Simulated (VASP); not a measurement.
# FeO (R-3m) in VASP: a series of runs

Aim: see how the results for FeO move with the level of theory and the settings. Levels: PBE, RPBE. Tasks: single point.

Program: VASP 6.6.1. These are calculated values, not measurements. Logs are shortened: lines on timing, memory, paths and dates and some standing lists are left out, and cuts for length are marked.

## 1. The cell of the first run

It takes space group R-3m (No. 166, trigonal). Conventional cell: a = 3.038 Å, b = 3.038 Å, c = 7.559 Å, α = 90.00°, β = 90.00°, γ = 120.00°. Fe (site symmetry -3m) has 6 O at 2.16 Å within 2.9 Å. Within 2.9 Å of O (site symmetry -3m) lie 6 Fe at 2.16 Å.

## 2. Single point, PBE, collinear spin, ferromagnetic start

File INCAR:

```
PREC = Accurate
ENCUT = 520
EDIFF = 1E-7
ISMEAR = 0
SIGMA = 0.05
LREAL = F
LASPH = T
NELM = 150
ALGO = Normal
ISIF = 2
LWAVE = F
LCHARG = T
ISPIN = 2
MAGMOM = 3 0
LORBIT = 11
LMAXMIX = 4
GGA = PE
LELF = T
LVHAR = T
NBANDS = 18
```

File KPOINTS:

```
regular mesh
0
Gamma
  11 11 11
```

File POSCAR:

```
FeO
1.0
    1.5188209023      0.8768916568      2.5195772846
   -1.5188209023      0.8768916568      2.5195772846
    0.0000000000     -1.7537833136      2.5195772846
Fe O
1 1
Direct
    0.0000000000      0.0000000000      0.0000000000
    0.5000000000      0.5000000000      0.5000000000
```

Potentials or basis: VASP PAW PBE potentials, release 64 (Fe, O).

Started as:

```sh
$ cat potpaw_PBE.64/Fe/POTCAR potpaw_PBE.64/O/POTCAR > POTCAR
$ mpirun -np 1 vasp_std > vasp.out
```

OUTCAR:

```text
PREC = Accurate
   ENCUT = 520
   EDIFF = 1E-7
   ISMEAR = 0
   LREAL = F
   LASPH = T
   NELM = 150
   ISIF = 2
   ISPIN = 2
   LORBIT = 11
   GGA = PE

 ion  position               nearest neighbor table
   1  0.000  0.000  0.000-   2 2.16   2 2.16   2 2.16   2 2.16   2 2.16   2 2.16
   2  0.500  0.500  0.500-   1 2.16   1 2.16   1 2.16   1 2.16   1 2.16   1 2.16

  LATTYP: Found a trigonal (rhomboedric) cell.
 ALAT       =     3.0698575869
 COS(alpha) =     0.5104391626

  Lattice vectors:

 A1 = (   1.5188209023,   0.8768916568,   2.5195772846)
 A2 = (  -1.5188209023,   0.8768916568,   2.5195772846)
 A3 = (   0.0000000000,  -1.7537833136,   2.5195772846)

Analysis of symmetry for initial positions (statically):
=====================================================================
 Subroutine PRICEL returns:
 Original cell was already a primitive cell.

 Routine SETGRP: Setting up the symmetry group for a
 trigonal (rhombohedral) supercell.

 Subroutine GETGRP returns: Found 12 space group operations
 (whereof 12 operations were pure point group operations)
 out of a pool of 12 trial point group operations.

The static configuration has the point symmetry D_3d.

Analysis of symmetry for dynamics (positions and initial velocities):
=====================================================================
 Subroutine PRICEL returns:
 Original cell was already a primitive cell.

 Routine SETGRP: Setting up the symmetry group for a
 trigonal (rhombohedral) supercell.

 Subroutine GETGRP returns: Found 12 space group operations
 (whereof 12 operations were pure point group operations)
 out of a pool of 12 trial point group operations.

The dynamic configuration has the point symmetry D_3d.

Analysis of structural, dynamic, and magnetic symmetry:
=====================================================================
 Subroutine PRICEL returns:
 Original cell was already a primitive cell.

 Routine SETGRP: Setting up the symmetry group for a
 trigonal (rhombohedral) supercell.

 Subroutine GETGRP returns: Found 12 space group operations
 (whereof 12 operations were pure point group operations)
 out of a pool of 12 trial point group operations.

The overall configuration has the point symmetry D_3d.

 Subroutine INISYM returns: Found 12 space group operations
 (whereof 12 operations are pure point group operations),
 and found     1 'primitive' translations

----------------------------------------------------------------------------------------

                                     Primitive cell

  volume of cell :      20.1341

  direct lattice vectors                    reciprocal lattice vectors
     1.518820902  0.876891657  2.519577285     0.329202738  0.190065290  0.132297324
    -1.518820902  0.876891657  2.519577285    -0.329202738  0.190065290  0.132297324
     0.000000000 -1.753783314  2.519577285     0.000000000 -0.380130579  0.132297324

  length of vectors
     3.069857587  3.069857587  3.069857587     0.402494521  0.402494521  0.402494521

  position of ions in fractional coordinates (direct lattice)
     0.000000000  0.000000000  0.000000000
     0.500000000  0.500000000  0.500000000

  ion indices of the primitive-cell ions
   primitive index   ion index
                 1           1
                 2           2

----------------------------------------------------------------------------------------

 KPOINTS: regular mesh

Automatic generation of k-mesh.
 Grid dimensions read from file:
 generate k-points for:   11   11   11

 Generating k-lattice:

  Cartesian coordinates                     Fractional coordinates (reciprocal lattice)
     0.029927522  0.017278663  0.012027029     0.090909091 -0.000000000  0.000000000
    -0.029927522  0.017278663  0.012027029    -0.000000000  0.090909091  0.000000000
     0.000000000 -0.034557325  0.012027029     0.000000000  0.000000000  0.090909091

  Length of vectors
     0.036590411  0.036590411  0.036590411

  Shift w.r.t. Gamma in fractional coordinates (k-lattice)
     0.000000000  0.000000000  0.000000000

 Subroutine IBZKPT returns following result:
 ===========================================

 Found    146 irreducible k-points:

 Following reciprocal coordinates:
            Coordinates               Weight
  0.000000  0.000000  0.000000      1.000000
  0.090909  0.000000 -0.000000      6.000000
  0.181818  0.000000 -0.000000      6.000000
  0.272727  0.000000  0.000000      6.000000
  0.363636  0.000000  0.000000      6.000000
  0.454545  0.000000 -0.000000      6.000000
[... 16 lines left out ...]
 -0.272727  0.181818  0.000000     12.000000
 -0.181818  0.181818  0.000000      6.000000
 [... further k-points ...]
   k-points           NKPTS =    146   k-points in BZ     NKDIM =    146   number of bands    NBANDS=     18
   number of dos      NEDOS =    301   number of ions     NIONS =      2
   total plane-waves  NPLWV =  13824
   dimension x,y,z NGX =    24 NGY =   24 NGZ =   24
   dimension x,y,z NGXF=    48 NGYF=   48 NGZF=   48
   ions per type =               1   1
   NGX,Y,Z   is equivalent  to a cutoff of  13.00, 13.00, 13.00 a.u.
   NGXF,Y,Z  is equivalent  to a cutoff of  25.99, 25.99, 25.99 a.u.
 SYSTEM =  unknown system
   PREC   = accura    normal or accurate (medium, high low for compatibility)
   ISTART =      0    job   : 0-new  1-cont  2-samecut
   ICHARG =      2    charge: 1-file 2-atom 10-const
   ISPIN  =      2    spin polarized calculation?
   LNONCOLLINEAR =      F non collinear calculations
   LSORBIT =      F    spin-orbit coupling
   LASPH  =      T    aspherical Exc in radial PAW
   ENCUT  =  520.0 eV  38.22 Ry    6.18 a.u.   5.71  5.71  5.71*2*pi/ulx,y,z
   NELM   =    150;   NELMIN=  2; NELMDL= -5     # of ELM steps
   EDIFF  = 0.1E-06   stopping-criterion for ELM
   LREAL  =      F    real-space projection
   EDIFFG = 0.1E-05   stopping-criterion for IOM
   NSW    =      0    number of steps for IOM
   IBRION =     -1    ionic relax: 0-MD 1-quasi-New 2-CG
   NFREE  =      0    steps in history (QN), initial steepest desc. (CG)
   ISIF   =      2    stress and relaxation
   ISYM   =      2    0-nonsym 1-usesym 2-fastsym
   POTIM  = 0.5000    time-step for ionic-motion
   TEBEG  =    0.0;   TEEND  =   0.0 temperature during run
   PSTRESS=    0.0 pullay stress
   NELECT =      14.0000    total number of electrons
   NUPDOWN=      -1.0000    fix difference up-down
   EMIN   =  10.00;   EMAX   =-10.00  energy-range for DOS
   EFERMI =   0.00;   METHOD = LEGACY
   ISMEAR =     0;   SIGMA  =   0.05  broadening in eV -4-tet -1-fermi 0-gaus
   EFERMI_NEDOS =   21; number of points for ismear=-14 and -15
   IALGO  =     38    algorithm
   IMIX   =      4    mixing-type and parameters
     AMIX     =   0.40;   BMIX     =  1.00
     AMIX_MAG =   1.60;   BMIX_MAG =  1.00
  volume/ion in A,a.u.               =      10.07        67.94
  Fermi-wavevector in a.u.,A,eV,Ry     =   1.450353  2.740770 28.620176  2.103524
  Thomas-Fermi vector in A             =   2.567975
   LORBIT       =     11    0 simple, 1 ext, 2 COOP (PROOUT), +10 PAW based schemes
   GGA     = PE    functional components
   LHFCALC =     F    Hartree Fock is set to
   AEXX    =    0.0000 exact exchange contribution
   IVDW    =     0    specifies the selected vdW correction
   LEPSILON=     F    determine dielectric tensor
   LRPA    =     F    only Hartree local field effects (RPA)
 spin polarized calculation
 Gauss-broadening in eV      SIGMA  =   0.05
  energy-cutoff  :      520.00
  volume of cell :       20.13
 maximum number of plane-waves:       556
   NGX = 11   NGY = 11   NGZ = 11

 number of electron      13.9999999 magnetization       4.0000761

 Free energy of the ion-electron system (eV)
  ---------------------------------------------------
  ext. energy  EPLUGINS =         0.00000000
  ---------------------------------------------------
  free energy    TOTEN  =       -14.92974807 eV

  energy without entropy =      -14.92770259  energy(sigma->0) =      -14.92872533

 E-fermi :   6.1421     XC(G=0): -12.1346

 val. band max:        6.1376009377   @ k =  -0.4545   0.1818  -0.0000
 cond. band min:       6.1457322913   @ k =   0.4545   0.1818   0.1818
 fundamental gap:      0.0081313536
 Fermi energy:         6.1421413407

 spin component 1

 k-point     1 :       0.0000    0.0000    0.0000
  band No.  band energies     occupation
      1     -14.5337      1.00000
      2       2.2298      1.00000
      3       2.2925      1.00000
      4       2.2925      1.00000
      5       2.3007      1.00000
      6       2.4001      1.00000
[... 10 lines left out ...]
     17      26.7802      0.00000
     18      29.8330      0.00000
[... 463 lines left out ...]
 k-point    24 :      -0.1818    0.1818    0.0000
  band No.  band energies     occupation
      1     -13.8313      1.00000
      2      -1.0739      1.00000
      3      -0.0522      1.00000
      4       0.5020      1.00000
      5       2.6059      1.00000
      6       2.9022      1.00000
[... 10 lines left out ...]
     17      32.7483      0.00000
     18      34.4774      0.00000

 [... further k-points ...]

 spin component 2

 k-point     1 :       0.0000    0.0000    0.0000
  band No.  band energies     occupation
      1     -14.0030      1.00000
      2       2.8541      1.00000
      3       2.9572      1.00000
      4       2.9572      1.00000
      5       5.3559      1.00000
      6       5.4394      1.00000
[... 10 lines left out ...]
     17      28.3706      0.00000
     18      30.9077      0.00000
[... 463 lines left out ...]
 k-point    24 :      -0.1818    0.1818    0.0000
  band No.  band energies     occupation
      1     -13.2879      1.00000
      2      -0.2007      1.00000
      3       1.4347      1.00000
      4       1.5397      1.00000
      5       5.8695      1.00000
      6       6.0861      0.94352
[... 10 lines left out ...]
     17      33.5796      0.00000
     18      35.1761      0.00000

 [... further k-points ...]

------------------------ aborting loop because EDIFF is reached ----------------------------------------

  FORCE on cell =-STRESS in cart. coord.  units (eV):
  Direction    XX          YY          ZZ          XY          YZ          ZX
  --------------------------------------------------------------------------------------
  -------------------------------------------------------------------------------------
  Total       -0.1074745     -0.1074745     -0.2178298      0.0000000     -0.0000000     -0.0000000
  in kB       -8.5523309     -8.5523309    -17.3339048      0.0000000     -0.0000000     -0.0000000
  external PRESSURE =     -11.4795222 kB  Pullay stress =       0.0000000 kB

 VOLUME and BASIS-vectors are now :
 -----------------------------------------------------------------------------
  energy-cutoff  :      520.00
  volume of cell :       20.13
      direct lattice vectors                 reciprocal lattice vectors
     1.518820902  0.876891657  2.519577285     0.329202738  0.190065290  0.132297324
    -1.518820902  0.876891657  2.519577285    -0.329202738  0.190065290  0.132297324
     0.000000000 -1.753783314  2.519577285     0.000000000 -0.380130579  0.132297324

 POSITION                                       TOTAL-FORCE (eV/Angst)
 -----------------------------------------------------------------------------------
      0.00000      0.00000      0.00000         0.000000      0.000000      0.000000
      0.00000      0.00000      3.77937        -0.000000     -0.000000      0.000000
 -----------------------------------------------------------------------------------
    total drift:                               -0.000000      0.000000     -0.000000

  FREE ENERGIE OF THE ION-ELECTRON SYSTEM (eV)
  ---------------------------------------------------
  free  energy   TOTEN  =       -14.9297480662 eV

  energy  without entropy=      -14.9277025875  energy(sigma->0) =      -14.92872533

 total charge

# of ion       s       p       d       tot
------------------------------------------
    1        0.286   0.355   6.082   6.722
    2        1.556   3.435   0.000   4.991
--------------------------------------------------
tot          1.842   3.789   6.082  11.713

 magnetization (x)

# of ion       s       p       d       tot
------------------------------------------
    1        0.027   0.021   3.572   3.619
    2        0.030   0.271   0.000   0.300
--------------------------------------------------
tot          0.056   0.292   3.572   3.920
```

It took 58 s on 1 thread of Intel Xeon Platinum 8488C (Sapphire Rapids), shared host; peak memory 0.21 GiB.

What came out:

```yaml
Free_energy: -14.9297 eV
Pressure: -1.1 GPa
Band_gap_on_the_k_mesh: zero (filled and empty bands overlap)
Net_moment: 4.00 μB per cell
Site_moments: Fe +3.62; O +0.30 μB
Valence_electrons_inside_the_program's_atomic_spheres: Fe 6.72; O 4.99
```

Caveat: a cell with one magnetic atom can't hold antiferromagnetic order, which such compounds often take; semilocal functionals often make such compounds metallic where correlation or magnetic order opens a gap, which also shifts bond lengths. With open d or f shells a metallic result of PBE can be an artefact of self-interaction; +U or a hybrid may open a gap.

(Part 1 of 2 ends here.)
